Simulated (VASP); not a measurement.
Write the native input for VASP 6.6.1 that does the following.

```yaml
Task: single point
Functional: r2SCAN
Potentials_or_basis: VASP PAW PBE potentials, release 64 (Ca_sv, F)
Cutoff: 520 eV
k_mesh: 6 × 6 × 4
Occupations: gaussian, width 0.1 eV
Spin: no spin polarisation
Dipole_correction: no
Further_INCAR_settings: ALGO = Normal; EDIFF = 1e-07; NBANDS = 20
```

The system is Ca2F.

```
CELL_PARAMETERS angstrom
4.47127 0.00000 0.00000
-2.23563 3.87223 0.00000
0.00000 0.00000 4.82778
ATOMIC_POSITIONS crystal
Ca 0.33333 0.66667 0.50000
Ca 0.66667 0.33333 0.50000
F 0.00000 0.00000 0.00000
```

The input as run:

POSCAR

```
Ca2F
1.0
    4.4712655554      0.0000000000      0.0000000000
   -2.2356327777      3.8722295580      0.0000000000
    0.0000000000      0.0000000000      4.8277784236
Ca F
2 1
Direct
    0.3333333333      0.6666666667      0.5000000000
    0.6666666667      0.3333333333      0.5000000000
    0.0000000000      0.0000000000      0.0000000000
```

INCAR.step1

```
ALGO = Normal
EDIFF = 1E-4
ENCUT = 520
GGA = PE
ISMEAR = 0
LASPH = T
LCHARG = F
LREAL = F
LWAVE = T
NBANDS = 20
NELM = 100
PREC = Accurate
SIGMA = 0.1
```

INCAR.step2

```
ALGO = Normal
EDIFF = 1E-7
ENCUT = 520
ISIF = 2
ISMEAR = 0
ISTART = 1
LASPH = T
LCHARG = T
LELF = T
LMIXTAU = T
LREAL = F
LVHAR = T
LWAVE = F
METAGGA = R2SCAN
NBANDS = 20
NELM = 100
PREC = Accurate
SIGMA = 0.1
```

KPOINTS

```
k-points
0
Gamma
  6 6 4
```

Potentials or basis: VASP PAW PBE potentials, release 64 (Ca_sv, F).

Command:

```console
$ cat potpaw_PBE.64/Ca_sv/POTCAR potpaw_PBE.64/F/POTCAR > POTCAR
$ cp INCAR.step1 INCAR
$ mpirun -np 1 vasp_std > vasp.out
$ cp INCAR.step2 INCAR
$ mpirun -np 1 vasp_std > vasp.out
```

Results of the run:

```
Pressure : 2.7 GPa
```

Caveat: the PAW data sets were made with another functional, which shifts forces and pressure a little; an odd number of electrons without spin polarisation forces a metal; a magnetic or distorted state may lie lower.

It took 3 min on 1 thread of Intel(R) Xeon(R) Platinum 8259CL CPU @ 2.50GHz (Skylake/Cascade Lake), on a shared host, peak memory 0.23 GiB.
